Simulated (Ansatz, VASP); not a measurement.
## CdP2C: VASP beside Ansatz

The input POSCAR:

```
CdP2C
1.0
    3.3048442395      0.0000000000      0.0000000000
    0.0000000000      3.3048442395      0.0000000000
    0.0000000000      0.0000000000      5.9718363745
Cd P C
1 2 1
Direct
    0.0000000000      0.0000000000      0.0000000000
    0.0000000000      0.5000000000      0.3265445503
    0.5000000000      0.0000000000      0.6734554497
    0.5000000000      0.5000000000      0.5000000000
```

INCAR.step1

```
SYSTEM = CdP2C
ALGO = Normal ; EDIFF = 1E-4
ENCUT = 520 ; GGA = PE
ISMEAR = -1 ; LASPH = .TRUE.
LCHARG = .FALSE. ; LREAL = .FALSE.
LWAVE = .TRUE. ; NBANDS = 21
NELM = 100 ; PREC = Accurate
SIGMA = 0.02
```

The input INCAR.step2:

```
SYSTEM = CdP2C
ALGO = Normal ; EDIFF = 1E-7
ENCUT = 520 ; ISIF = 2
ISMEAR = -1 ; ISTART = 1
LASPH = .TRUE. ; LCHARG = .FALSE.
LMIXTAU = .TRUE. ; LREAL = .FALSE.
LWAVE = .FALSE. ; METAGGA = R2SCAN
NBANDS = 21 ; NELM = 100
PREC = Accurate ; SIGMA = 0.02
```

The input KPOINTS:

```
k-points
0
G
  8 8 4
  0 0 0
```

Input for Ansatz:

```yaml
crystal:
  lattice:
    - [3.3048442395, 0.0, 0.0]
    - [0.0, 3.3048442395, 0.0]
    - [0.0, 0.0, 5.9718363745]
  atoms:
    - { symbol: Cd, position: [0.0, 0.0, 0.0] }
    - { symbol: P, position: [0.0, 0.5, 0.3265445503] }
    - { symbol: C, position: [0.5, 0.5, 0.5] }
    - { symbol: P, position: [0.5, 0.0, 0.6734554497] }
kpoints:
  mp_grid: { grid: [8, 8, 4] }
  band_path:
    path:
      - [0.0, 0.0, 0.0]
      - [0.0, 0.5, 0.0]
      - [0.5, 0.5, 0.0]
      - [0.0, 0.0, 0.5]
      - [0.0, 0.5, 0.5]
      - [0.5, 0.5, 0.5]
      - [0.125, -0.5, -0.5]
    npoints: 1
hamiltonian:
  xc: r2scan
scf:
  occupations: { method: fermi_dirac, width: 0.02 }
  n_extra_bands: 5
output:
  forces: true
  stress: true
  eigenvalues: true
```

Alike in both runs: task single point; functional r2SCAN; k mesh 8 × 8 × 4; occupations fermi-dirac, width 0.02 eV; no spin polarisation.

|  | VASP | Ansatz |
| --- | --- | --- |
| version | VASP 6.6.1 | Ansatz 0.2.0 |
| potentials or method | VASP PAW PBE potentials, release 64 (Cd, P, C) | plane waves, PAW |
| plane-wave cutoff (eV) | 520 | 500 |
| valence electrons in the cell | 26 | 34 |

Ansatz gave:

| Quantity | Value |
| --- | --- |
| pressure (GPa) | 0.0 |
| rms of the force components (eV/Å) | 0.000 |

**Question.** Estimate VASP's values.

**Answer.** Pressure (GPa): 0.0; rms of the force components (eV/Å): 0.027.

VASP's potentials were made for PBE, not for r2SCAN. VASP's potentials hold 26 valence electrons a cell and Ansatz's 34, so a difference there can come from the potentials and not from the codes.
